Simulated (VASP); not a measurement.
# LiCl (P6_3mc) in VASP: a series of runs, part 2 of 2

VASP 6.6.1. Earlier steps stand in the parts before.

## 3. Single point, PBE (22.48 Å³/atom)

This run uses another cell than the first one, of 22.48 Å³/atom.

File INCAR:

```
ALGO = Normal
EDIFF = 1E-6
ENCUT = 520
GGA = PE
ISIF = 2
ISMEAR = 0
LASPH = True
LCHARG = False
LREAL = False
LWAVE = False
NBANDS = 18
NELM = 60
PREC = Accurate
SIGMA = 0.01
```

File KPOINTS:

```
k-points
0
Gamma
  6 6 2
```

File POSCAR:

```
LiCl
1.0
    4.0194307816      0.0000000000      0.0000000000
   -2.0097153908      3.4809291656      0.0000000000
    0.0000000000      0.0000000000      6.4268494458
Li Cl
2 2
Direct
    0.6666666667      0.3333333333      0.8780761540
    0.3333333333      0.6666666667      0.3780761540
    0.6666666667      0.3333333333      0.4969248460
    0.3333333333      0.6666666667      0.9969248460
```

Potentials or basis: VASP PAW PBE potentials, release 64 (Li_sv, Cl).

The run is started by

```bash
$ cat potpaw_PBE.64/Li_sv/POTCAR potpaw_PBE.64/Cl/POTCAR > POTCAR
$ mpirun -np 1 vasp_std > vasp.out
```

OUTCAR:

```text
EDIFF = 1E-6
   ENCUT = 520
   GGA = PE
   ISIF = 2
   ISMEAR = 0
   LASPH = True
   LREAL = False
   NELM = 60
   PREC = Accurate

 ion  position               nearest neighbor table
   1  0.667  0.333  0.878-   4 2.44   4 2.44   4 2.44   3 2.45
   2  0.333  0.667  0.378-   3 2.44   3 2.44   3 2.44   4 2.45
   3  0.667  0.333  0.497-   2 2.44   2 2.44   2 2.44   1 2.45
   4  0.333  0.667  0.997-   1 2.44   1 2.44   1 2.44   2 2.45

  LATTYP: Found a hexagonal cell.
 ALAT       =     4.0194307816
 C/A-ratio  =     1.5989451728

  Lattice vectors:

 A1 = (   4.0194307816,   0.0000000000,   0.0000000000)
 A2 = (  -2.0097153908,   3.4809291656,   0.0000000000)
 A3 = (   0.0000000000,   0.0000000000,   6.4268494458)

Analysis of symmetry for initial positions (statically):
=====================================================================
 Subroutine PRICEL returns:
 Original cell was already a primitive cell.

 Routine SETGRP: Setting up the symmetry group for a
 hexagonal supercell.

 Subroutine GETGRP returns: Found 12 space group operations
 (whereof  6 operations were pure point group operations)
 out of a pool of 24 trial point group operations.

The static configuration has the point symmetry C_3v.
 The point group associated with its full space group is C_6v.

Analysis of symmetry for dynamics (positions and initial velocities):
=====================================================================
 Subroutine PRICEL returns:
 Original cell was already a primitive cell.

 Routine SETGRP: Setting up the symmetry group for a
 hexagonal supercell.

 Subroutine GETGRP returns: Found 12 space group operations
 (whereof  6 operations were pure point group operations)
 out of a pool of 24 trial point group operations.

The dynamic configuration has the point symmetry C_3v.
 The point group associated with its full space group is C_6v.

 Subroutine INISYM returns: Found 12 space group operations
[... 110 lines left out ...]
     AMIX_MAG =   1.60;   BMIX_MAG =  1.00
  volume/ion in A,a.u.               =      22.48       151.70
  Fermi-wavevector in a.u.,A,eV,Ry     =   0.991895  1.874409 13.386159  0.983855
  Thomas-Fermi vector in A             =   2.123668
   LORBIT       =      0    0 simple, 1 ext, 2 COOP (PROOUT), +10 PAW based schemes
   GGA     = PE    functional components
   LHFCALC =     F    Hartree Fock is set to
   AEXX    =    0.0000 exact exchange contribution
   IVDW    =     0    specifies the selected vdW correction
   LEPSILON=     F    determine dielectric tensor
   LRPA    =     F    only Hartree local field effects (RPA)
 non-spin polarized calculation
 Gauss-broadening in eV      SIGMA  =   0.01
  energy-cutoff  :      520.00
  volume of cell :       89.92
 maximum number of plane-waves:      2448
 NGX is ok and might be reduce to    30
   NGX = 15   NGY = 15   NGZ = 23

 number of electron      20.0000014 magnetization

 Free energy of the ion-electron system (eV)
  ---------------------------------------------------
  ext. energy  EPLUGINS =         0.00000000
  ---------------------------------------------------
  free energy    TOTEN  =       -14.84432510 eV

  energy without entropy =      -14.84432510  energy(sigma->0) =      -14.84432510

 E-fermi :  -1.4234     XC(G=0):  -7.3469

 val. band max:       -1.6171937182   @ k =   0.0000   0.0000   0.0000
 cond. band min:       4.0973673339   @ k =   0.0000   0.0000   0.0000
 fundamental gap:      5.7145610521
 Fermi energy:        -1.4233683849

 k-point     1 :       0.0000    0.0000    0.0000
  band No.  band energies     occupation
      1     -44.7449      2.00000
      2     -44.7439      2.00000
      3     -14.2094      2.00000
      4     -13.9563      2.00000
      5      -3.4349      2.00000
      6      -1.9737      2.00000
[... 271 lines left out ...]
      5      -2.9632      2.00000
      6      -2.9632      2.00000
[... 10 lines left out ...]
     17      10.5710      0.00000
     18      10.5711      0.00000

------------------------ aborting loop because EDIFF is reached ----------------------------------------

  FORCE on cell =-STRESS in cart. coord.  units (eV):
  Direction    XX          YY          ZZ          XY          YZ          ZX
  --------------------------------------------------------------------------------------
  -------------------------------------------------------------------------------------
  Total       -0.8560833     -0.8560833     -0.8369506      0.0000000      0.0000000      0.0000000
  in kB      -15.2534733    -15.2534733    -14.9125724      0.0000000      0.0000000      0.0000000
  external PRESSURE =     -15.1398397 kB  Pullay stress =       0.0000000 kB

 VOLUME and BASIS-vectors are now :
 -----------------------------------------------------------------------------
  energy-cutoff  :      520.00
  volume of cell :       89.92
      direct lattice vectors                 reciprocal lattice vectors
     4.019430782  0.000000000  0.000000000     0.248791447  0.143639809  0.000000000
    -2.009715391  3.480929166  0.000000000     0.000000000  0.287279618  0.000000000
     0.000000000  0.000000000  6.426849446     0.000000000  0.000000000  0.155597234

 POSITION                                       TOTAL-FORCE (eV/Angst)
 -----------------------------------------------------------------------------------
      2.00972      1.16031      5.64326         0.000000      0.000000     -0.003125
     -0.00000      2.32062      2.42984         0.000000      0.000000     -0.003125
      2.00972      1.16031      3.19366         0.000000     -0.000000      0.003125
     -0.00000      2.32062      6.40709        -0.000000     -0.000000      0.003125
 -----------------------------------------------------------------------------------
    total drift:                                0.000001      0.000001     -0.000585

  FREE ENERGIE OF THE ION-ELECTRON SYSTEM (eV)
  ---------------------------------------------------
  free  energy   TOTEN  =       -14.8443251031 eV

  energy  without entropy=      -14.8443251031  energy(sigma->0) =      -14.84432510
```

OSZICAR:

```text
N       E                     dE             d eps       ncg     rms          rms(c)
DAV:   1     0.131930528185E+03    0.13193E+03   -0.87404E+03   504   0.104E+03
DAV:   2     0.113892773004E+01   -0.13079E+03   -0.12431E+03   620   0.230E+02
DAV:   3    -0.145074179731E+02   -0.15646E+02   -0.15577E+02   852   0.684E+01
DAV:   4    -0.150465648514E+02   -0.53915E+00   -0.53660E+00   762   0.142E+01
DAV:   5    -0.150841204265E+02   -0.37556E-01   -0.37544E-01   774   0.285E+00    0.327E+00
DAV:   6    -0.148083714387E+02    0.27575E+00   -0.49680E-01   630   0.325E+00    0.242E+00
DAV:   7    -0.148157542316E+02   -0.73828E-02   -0.15621E-01   702   0.179E+00    0.148E+00
DAV:   8    -0.148425131986E+02   -0.26759E-01   -0.30401E-02   568   0.114E+00    0.283E-01
DAV:   9    -0.148427749795E+02   -0.26178E-03   -0.15185E-03   746   0.246E-01    0.972E-02
DAV:  10    -0.148442889403E+02   -0.15140E-02   -0.17252E-03   544   0.235E-01    0.302E-02
DAV:  11    -0.148443103289E+02   -0.21389E-04   -0.29298E-05   718   0.354E-02    0.657E-03
DAV:  12    -0.148443250590E+02   -0.14730E-04   -0.14824E-05   538   0.227E-02    0.358E-03
DAV:  13    -0.148443251031E+02   -0.44142E-07   -0.38011E-07   624   0.377E-03
   1 F= -.14844325E+02 E0= -.14844325E+02  d E =-.546026-167
```

Run time: 45 s. Hardware: 1 thread of AMD EPYC 7R13, shared host; peak memory 0.16 GiB.

Results:

* Free energy: -14.8443 eV
* Largest force: 0.003 eV/Å
* Band gap on the k mesh: 5.71 eV

Forces on the atoms (eV/Å):
```
Li   0.000  0.000 -0.003
Li   0.000  0.000 -0.003
Cl   0.000  0.000  0.003
Cl   0.000  0.000  0.003
```

Caveat: the k points lie up to 0.49 Å⁻¹ apart; the cutoff is under 1.25 times the usual one of these potentials, so pressure, stress and relaxed cells hold a basis-set (Pulay) error.
